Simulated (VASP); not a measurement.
Wanted: the native input for a VASP 6.6.1 run.

| Item | Value |
| --- | --- |
| Task | single point |
| Functional | LDA |
| Potentials or basis | VASP PAW LDA potentials, release 64 (Cl) |
| Cutoff | 520 eV |
| k mesh | 7 × 7 × 4 |
| Occupations | fermi-dirac, width 0.05 eV |
| Spin | no spin polarisation |
| Dipole correction | no |
| Further INCAR settings | ALGO = Normal; EDIFF = 1e-06; NBANDS = 22 |

The structure of Cl lies in POSCAR:

```
Cl
1.0
    3.1238919815     -2.2348988739      0.0000000000
    3.1238919815      2.2348988739      0.0000000000
    0.0000000000      0.0000000000      8.1548976686
Cl
4
Direct
    0.3700000000      0.6300000000      0.4000000000
    0.1300000000      0.8700000000      0.9000000000
    0.6300000000      0.3700000000      0.6000000000
    0.8700000000      0.1300000000      0.1000000000
```

One way to write it, as run:

INCAR

```
PREC     = Accurate       # precision mode
ENCUT    = 520            # plane-wave cutoff, eV
EDIFF    = 1E-6           # SCF threshold, eV
ISMEAR   = -1             # smearing method
SIGMA    = 0.05           # smearing width, eV
LREAL    = False          # projectors in reciprocal space
LASPH    = True           # aspherical terms in the spheres
NELM     = 100            # most SCF steps
ALGO     = Normal         # electronic algorithm
ISIF     = 2              # what is computed and relaxed
LWAVE    = False          # write WAVECAR
LCHARG   = True           # write CHGCAR
LELF     = True           # ELF
LVHAR    = True         
NBANDS   = 22             # bands
```

KPOINTS

```
regular mesh
0
Gamma
  7 7 4
```

Potentials or basis: VASP PAW LDA potentials, release 64 (Cl).

Run with:

```sh
$ cat potpaw_LDA.64/Cl/POTCAR > POTCAR
$ mpirun -np 1 vasp_std > vasp.out
```

It gave:

```json
{
  "Pressure": "-2.3 GPa",
  "Largest force": "0.123 eV/Å",
  "Band gap on the k mesh": "2.43 eV, indirect (least direct gap 2.49 eV)"
}
```

Wall time 38 s on 1 thread of Intel(R) Xeon(R) 6975P-C (Granite Rapids) (shared host), peak memory 0.22 GiB.
